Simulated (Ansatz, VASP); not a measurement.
# Two plane-wave programs on Si

INCAR

```
SYSTEM = Si
PREC     = Accurate       ! precision mode
ENCUT    = 520            ! plane-wave cutoff, eV
EDIFF    = 1E-6           ! SCF threshold, eV
ISMEAR   = 0              ! smearing method
SIGMA    = 0.05           ! smearing width, eV
LREAL    = .False.        ! projectors in reciprocal space
LASPH    = .True.         ! aspherical terms in the spheres
NELM     = 80             ! most SCF steps
ALGO     = Normal         ! electronic algorithm
ISIF     = 2              ! what is computed and relaxed
LWAVE    = .False.        ! write WAVECAR
LCHARG   = .False.        ! write CHGCAR
GGA      = CA             ! functional
NBANDS   = 11             ! bands
```

KPOINTS

```
Automatic mesh
0
Gamma
  12 12 12
  0 0 0
```

POSCAR

```
Si
1.0
    0.0000000000      2.8999828628      2.7480629224
    2.4543510375      0.0000000000      2.7480629224
    2.4543510375      2.8999828628      0.0000000000
Si
2
Direct
    0.5000000000      0.5000000000      0.5000000000
    0.7500000000      0.7500000000      0.7500000000
```

Input for Ansatz:

```yaml
crystal:
  lattice:
    - [0.0, 2.8999828628, 2.7480629224]
    - [2.4543510375, 0.0, 2.7480629224]
    - [2.4543510375, 2.8999828628, 0.0]
  atoms:
    - { symbol: Si, position: [0.5, 0.5, 0.5] }
    - { symbol: Si, position: [0.75, 0.75, 0.75] }
basis:
  ecutwfc: 420
kpoints:
  mp_grid: { grid: [12, 12, 12] }
hamiltonian:
  xc: lda
  pseudopotentials: { kind: paw, azcp: { folder: soft_1 } }
scf:
  occupations: { method: gaussian, width: 0.05 }
output:
  forces: true
  stress: true
  eigenvalues: true
  write_density: true
  write_potential: true
  elf: true
  volumetric_format: npy
```

Change from the starting cell: strain +e along x and -e along y -0.0825, strain +e along z and -e/2 along x and y +0.0175.

Alike in both runs: task single point; functional LDA; k mesh 12 × 12 × 12; occupations gaussian, width 0.05 eV; no spin polarisation.

```csv
,VASP,Ansatz
version,VASP 6.6.1,Ansatz 0.2.0
potentials or method,"VASP PAW LDA potentials, release 64 (Si), cutoff 520 eV","scalar-relativistic, plane waves, PAW"
valence electrons in the cell,8,8
```

```tsv
	VASP	Ansatz	Ansatz less VASP
gap on the k mesh at the Fermi level (eV)	none	none	-
pressure (GPa)	-0.2	-0.2	-0.05
traceless stress, the component that is largest in VASP (GPa)	-6.86	-6.86	-0.002
```

Ansatz warns that its potentials were made for another functional, while VASP's fit it. LDA's correlation is that of Perdew and Zunger in VASP and of Perdew and Wang (1992) in Ansatz. A gap of «none» marks a metal or a gap that the smearing closes.
